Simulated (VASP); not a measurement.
# Si4Mo2N in VASP: relaxation of the atoms with PBE

Aim: the relaxation of the atoms of Si4Mo2N with PBE.

Everything below comes from runs of VASP 6.6.1. Logs are shortened: lines on timing, memory, paths and dates and some standing lists are left out, and cuts for length are marked.

## (1) The cell of the first run

The cell holds a slab with vacuum, 7 atoms: a = 3.217 Å, b = 3.217 Å, c = 21.879 Å, α = 90.00°, β = 90.00°, γ = 90.00°.

## (2) Relaxation of the atoms, PBE

Contents of INCAR:

```
SYSTEM = Si4Mo2N
PREC = Accurate ; ENCUT = 520
EDIFF = 1E-7 ; ISMEAR = 0
SIGMA = 0.1 ; LREAL = .False.
LASPH = .True. ; NELM = 100
ALGO = Normal ; ISIF = 2
LWAVE = .False. ; LCHARG = .False.
LDIPOL = .True. ; IDIPOL = 3
DIPOL = 0.5 0.5 0.356 ; GGA = PE
IBRION = 2 ; NSW = 36
EDIFFG = -0.025 ; KPAR = 4
```

Contents of KPOINTS:

```
regular mesh
0
Gamma
  8 8 1
  0 0 0
```

Contents of POSCAR:

```
Si4Mo2N
1.0
    3.2169717285      0.0000000000      0.0000000000
    0.0000000000      3.2169717285      0.0000000000
    0.0000000000      0.0000000000     21.8787970046
Si Mo N
4 2 1
Selective dynamics
Direct
    0.0000000000      0.0000000000      0.1828254085  F F F
    0.0000000000      0.0000000000      0.3015081460  F F F
    0.5000000000      0.5000000000      0.3593659936  F F F
    0.5000000000      0.5000000000      0.4743769505  F F F
    0.5000000000      0.5000000000      0.2421667772  F F F
    0.0000000000      0.0000000000      0.4192862006  F F F
    0.7500000000      0.8750000000      0.5137975960  F F T
```

Potentials or basis: VASP PAW PBE potentials, release 64 (Si, Mo_sv, N).

Started as:

```console
$ cat potpaw_PBE.64/Si/POTCAR potpaw_PBE.64/Mo_sv/POTCAR potpaw_PBE.64/N/POTCAR > POTCAR
$ mpirun -np 4 vasp_std > vasp.out
```

OUTCAR:

```text
SYSTEM = Si4Mo2N
   PREC = Accurate
   ENCUT = 520
   EDIFF = 1E-7
   ISMEAR = 0
   LREAL = .False.
   LASPH = .True.
   NELM = 100
   ISIF = 2
   GGA = PE
   IBRION = 2
   NSW = 36
   EDIFFG = -0.025

 ion  position               nearest neighbor table
   1  0.000  0.000  0.183-   2 2.60   5 2.62   5 2.62   5 2.62   5 2.62
   2  0.000  0.000  0.302-   6 2.58   1 2.60   3 2.60   3 2.60   3 2.60   3 2.60   5 2.62   5 2.62
                             5 2.62   5 2.62
   3  0.500  0.500  0.359-   4 2.52   5 2.56   2 2.60   2 2.60   2 2.60   2 2.60   6 2.63   6 2.63
                             6 2.63   6 2.63
   4  0.500  0.500  0.474-   7 1.69   7 2.33   3 2.52   6 2.57   6 2.57   6 2.57   6 2.57
   5  0.500  0.500  0.242-   3 2.56   1 2.62   1 2.62   1 2.62   1 2.62   2 2.62   2 2.62   2 2.62
                             2 2.62
   6  0.000  0.000  0.419-   7 2.25   4 2.57   4 2.57   4 2.57   4 2.57   2 2.58   3 2.63   3 2.63
                             3 2.63   3 2.63
   7  0.750  0.875  0.514-   4 1.69   6 2.25   4 2.33

  LATTYP: Found a simple tetragonal cell.
 ALAT       =     3.2169717285
 C/A-ratio  =     6.8010535532

  Lattice vectors:

 A1 = (   3.2169717285,   0.0000000000,   0.0000000000)
 A2 = (   0.0000000000,   3.2169717285,   0.0000000000)
 A3 = (   0.0000000000,   0.0000000000,  21.8787970046)

Analysis of symmetry for initial positions (statically):
=====================================================================
 Subroutine PRICEL returns:
 Original cell was already a primitive cell.

 Routine SETGRP: Setting up the symmetry group for a
 simple tetragonal supercell.

 Subroutine GETGRP returns: Found  1 space group operations
 (whereof  1 operations were pure point group operations)
 out of a pool of 16 trial point group operations.

The static configuration has the point symmetry C_1 .

Analysis of symmetry for dynamics (positions and initial velocities):
=====================================================================
 Subroutine PRICEL returns:
 Original cell was already a primitive cell.

 Routine SETGRP: Setting up the symmetry group for a
 simple tetragonal supercell.

 Subroutine GETGRP returns: Found  1 space group operations
 (whereof  1 operations were pure point group operations)
 out of a pool of 16 trial point group operations.

The dynamic configuration has the point symmetry C_1 .

Analysis of constrained symmetry for selective dynamics:
=====================================================================
 Subroutine PRICEL returns:
 Original cell was already a primitive cell.

 Routine SETGRP: Setting up the symmetry group for a
 simple tetragonal supercell.

 Subroutine GETGRP returns: Found  1 space group operations
 (whereof  1 operations were pure point group operations)
 out of a pool of 16 trial point group operations.

The constrained configuration has the point symmetry C_1 .

 Subroutine INISYM returns: Found  1 space group operations
 (whereof  1 operations are pure point group operations),
 and found     1 'primitive' translations

----------------------------------------------------------------------------------------

                                     Primitive cell

  volume of cell :     226.4216

  direct lattice vectors                    reciprocal lattice vectors
     3.216971728  0.000000000  0.000000000     0.310851349  0.000000000  0.000000000
     0.000000000  3.216971728  0.000000000     0.000000000  0.310851349  0.000000000
     0.000000000  0.000000000 21.878797005     0.000000000  0.000000000  0.045706352

  length of vectors
     3.216971728  3.216971728 21.878797005     0.310851349  0.310851349  0.045706352

  position of ions in fractional coordinates (direct lattice)
     0.000000000  0.000000000  0.182825409
     0.000000000  0.000000000  0.301508146
     0.500000000  0.500000000  0.359365994
     0.500000000  0.500000000  0.474376951
     0.500000000  0.500000000  0.242166777
     0.000000000  0.000000000  0.419286201
     0.750000000  0.875000000  0.513797596

  ion indices of the primitive-cell ions
   primitive index   ion index
                 1           1
                 2           2
                 3           3
                 4           4
                 5           5
                 6           6
                 7           7

----------------------------------------------------------------------------------------

 KPOINTS: regular mesh

Automatic generation of k-mesh.
 Grid dimensions read from file:
 generate k-points for:    8    8    1

 Generating k-lattice:

  Cartesian coordinates                     Fractional coordinates (reciprocal lattice)
     0.038856419  0.000000000  0.000000000     0.125000000  0.000000000  0.000000000
     0.000000000  0.038856419  0.000000000     0.000000000  0.125000000  0.000000000
     0.000000000  0.000000000  0.045706352     0.000000000  0.000000000  1.000000000

  Length of vectors
     0.038856419  0.038856419  0.045706352

  Shift w.r.t. Gamma in fractional coordinates (k-lattice)
     0.000000000  0.000000000  0.000000000

 Subroutine IBZKPT returns following result:
 ===========================================

 Found     34 irreducible k-points:

 Following reciprocal coordinates:
            Coordinates               Weight
  0.000000  0.000000  0.000000      1.000000
  0.125000  0.000000  0.000000      2.000000
  0.000000  0.125000  0.000000      2.000000
  0.250000  0.000000  0.000000      2.000000
  0.000000  0.250000  0.000000      2.000000
  0.375000  0.000000  0.000000      2.000000
[... 16 lines left out ...]
 -0.250000  0.250000  0.000000      2.000000
  0.375000  0.250000  0.000000      2.000000
 [... further k-points ...]
   k-points           NKPTS =     34   k-points in BZ     NKDIM =     34   number of bands    NBANDS=     29
   number of dos      NEDOS =    301   number of ions     NIONS =      7
   total plane-waves  NPLWV =  96768
   dimension x,y,z NGX =    24 NGY =   24 NGZ =  168
   dimension x,y,z NGXF=    48 NGYF=   48 NGZF=  336
   ions per type =               4   2   1
   NGX,Y,Z   is equivalent  to a cutoff of  12.40, 12.40, 12.77 a.u.
   NGXF,Y,Z  is equivalent  to a cutoff of  24.81, 24.81, 25.53 a.u.
 SYSTEM =  Si4Mo2N
   PREC   = accura    normal or accurate (medium, high low for compatibility)
   ISTART =      0    job   : 0-new  1-cont  2-samecut
   ICHARG =      2    charge: 1-file 2-atom 10-const
   ISPIN  =      1    spin polarized calculation?
   LNONCOLLINEAR =      F non collinear calculations
   LSORBIT =      F    spin-orbit coupling
   LASPH  =      T    aspherical Exc in radial PAW
   ENCUT  =  520.0 eV  38.22 Ry    6.18 a.u.   5.98  5.98 40.68*2*pi/ulx,y,z
   NELM   =    100;   NELMIN=  2; NELMDL= -5     # of ELM steps
   EDIFF  = 0.1E-06   stopping-criterion for ELM
   LREAL  =      F    real-space projection
   EDIFFG = -.3E-01   stopping-criterion for IOM
   NSW    =     36    number of steps for IOM
   IBRION =      2    ionic relax: 0-MD 1-quasi-New 2-CG
   NFREE  =      1    steps in history (QN), initial steepest desc. (CG)
   ISIF   =      2    stress and relaxation
   ISYM   =      2    0-nonsym 1-usesym 2-fastsym
   POTIM  = 0.5000    time-step for ionic-motion
   TEBEG  =    0.0;   TEEND  =   0.0 temperature during run
   PSTRESS=    0.0 pullay stress
   NELECT =      49.0000    total number of electrons
   NUPDOWN=      -1.0000    fix difference up-down
   EMIN   =  10.00;   EMAX   =-10.00  energy-range for DOS
   EFERMI =   0.00;   METHOD = LEGACY
   ISMEAR =     0;   SIGMA  =   0.10  broadening in eV -4-tet -1-fermi 0-gaus
   EFERMI_NEDOS =   21; number of points for ismear=-14 and -15
   IALGO  =     38    algorithm
   IMIX   =      4    mixing-type and parameters
     AMIX     =   0.40;   BMIX     =  1.00
     AMIX_MAG =   1.60;   BMIX_MAG =  1.00
  volume/ion in A,a.u.               =      32.35       218.28
  Fermi-wavevector in a.u.,A,eV,Ry     =   0.982881  1.857376 13.143974  0.966055
  Thomas-Fermi vector in A             =   2.113997
   LORBIT       =      0    0 simple, 1 ext, 2 COOP (PROOUT), +10 PAW based schemes
   GGA     = PE    functional components
   LHFCALC =     F    Hartree Fock is set to
   AEXX    =    0.0000 exact exchange contribution
   IVDW    =     0    specifies the selected vdW correction
   LEPSILON=     F    determine dielectric tensor
   LRPA    =     F    only Hartree local field effects (RPA)
 conjugate gradient relaxation of ions
 non-spin polarized calculation
 Gauss-broadening in eV      SIGMA  =   0.10
  energy-cutoff  :      520.00
  volume of cell :      226.42
 maximum number of plane-waves:      6156
   NGX = 11   NGY = 11   NGZ = 81

 dipolmoment           0.000000      0.000000     -0.029713 electrons x Angstroem

--------------------------------------- Ionic step        1  -------------------------------------------

 number of electron      49.0000005 magnetization

 Free energy of the ion-electron system (eV)
  ---------------------------------------------------
  ext. energy  EPLUGINS =         0.00000000
  ---------------------------------------------------
  free energy    TOTEN  =       -50.78010696 eV

  energy without entropy =      -50.75155766  energy(sigma->0) =      -50.76583231

------------------------ aborting loop because EDIFF is reached ----------------------------------------

  FORCE on cell =-STRESS in cart. coord.  units (eV):
  Direction    XX          YY          ZZ          XY          YZ          ZX
  --------------------------------------------------------------------------------------
  -------------------------------------------------------------------------------------
  Total        0.9167530     -1.2711901      0.8231657      1.4357867      1.9709022     -1.4449351
  in kB        6.4870167     -8.9950415      5.8247852     10.1597396     13.9462588    -10.2244748
  external PRESSURE =       1.1055868 kB  Pullay stress =       0.0000000 kB
[... 69 lines left out ...]
--------------------------------------- Ionic step        3  -------------------------------------------

 number of electron      49.0000005 magnetization

 dipolmoment           0.000000      0.000000      0.114999 electrons x Angstroem

 Free energy of the ion-electron system (eV)
  ---------------------------------------------------
  ext. energy  EPLUGINS =         0.00000000
  ---------------------------------------------------
  free energy    TOTEN  =       -50.80429210 eV

  energy without entropy =      -50.77876471  energy(sigma->0) =      -50.79152840

 E-fermi :   1.0602     XC(G=0):  -5.6289

 val. band max:        1.0355013259   @ k =  -0.2500   0.1250   0.0000
 cond. band min:       1.0685162028   @ k =   0.1250   0.3750   0.0000
 fundamental gap:      0.0330148769
 Fermi energy:         1.0602095337

 k-point     1 :       0.0000    0.0000    0.0000
  band No.  band energies     occupation
      1     -59.6204      2.00000
      2     -59.4241      2.00000
      3     -33.8107      2.00000
      4     -33.7639      2.00000
      5     -33.6412      2.00000
      6     -33.5818      2.00000
[... 757 lines left out ...]
     28       3.2670      0.00000
     29       3.7087      0.00000

 [... further k-points ...]

------------------------ aborting loop because EDIFF is reached ----------------------------------------

 vacuum level on the upper side and lower side of the slab       (xc-potential included)         0.881        -1.082

  FORCE on cell =-STRESS in cart. coord.  units (eV):
  Direction    XX          YY          ZZ          XY          YZ          ZX
  --------------------------------------------------------------------------------------
  -------------------------------------------------------------------------------------
  Total        1.4539781     -0.4068850      1.9270278      2.0066879      2.2334883     -1.3608011
  in kB       10.2884634     -2.8791502     13.6358006     14.1994818     15.8043393     -9.6291360
  external PRESSURE =       7.0150379 kB  Pullay stress =       0.0000000 kB
[... 22 lines left out ...]
  FREE ENERGIE OF THE ION-ELECTRON SYSTEM (eV)
  ---------------------------------------------------
  free  energy   TOTEN  =       -50.8042921040 eV

  energy  without entropy=      -50.7787647060  energy(sigma->0) =      -50.79152840

 reached required accuracy - stopping structural energy minimisation

 vacuum level on the upper side and lower side of the slab         7.497         5.484
```

Wall time 6.5 min (4 MPI ranks of Intel Xeon Platinum 8259CL at 2.50GHz (Skylake/Cascade Lake), shared host); peak memory 0.44 GiB.

Results:

| Quantity | Value |
| --- | --- |
| Free energy | -50.8043 eV |
| Energy gained by relaxing | 3.5 meV/atom |
| Ionic steps | 3 |
| Band gap on the k mesh | zero (an odd number of electrons rules out a gap without spin polarisation) |

The path:
```tsv
step	energy change (eV)	largest force on free atoms (eV/Å)	pressure (GPa)
1	0.0000	0.7781	0.11
2	-0.0205	0.3098	0.47
3	-0.0242	0.0010	0.70
```

Final structure:
```xyz
7
Lattice="3.2170 0.0000 0.0000 0.0000 3.2170 0.0000 0.0000 0.0000 21.8788" Properties=species:S:1:pos:R:3 pbc="T T T"
Si    0.0000    0.0000    4.0000
Si    0.0000    0.0000    6.5966
Si    1.6085    1.6085    7.8625
Si    1.6085    1.6085   10.3788
Mo    1.6085    1.6085    5.2983
Mo    0.0000    0.0000    9.1735
N     2.4127    2.8148   11.1805
```

Caveat: an odd number of electrons without spin polarisation forces a metal; a magnetic or distorted state may lie lower.

The gap in the log of VASP goes by the Fermi energy; the results here count the filled bands.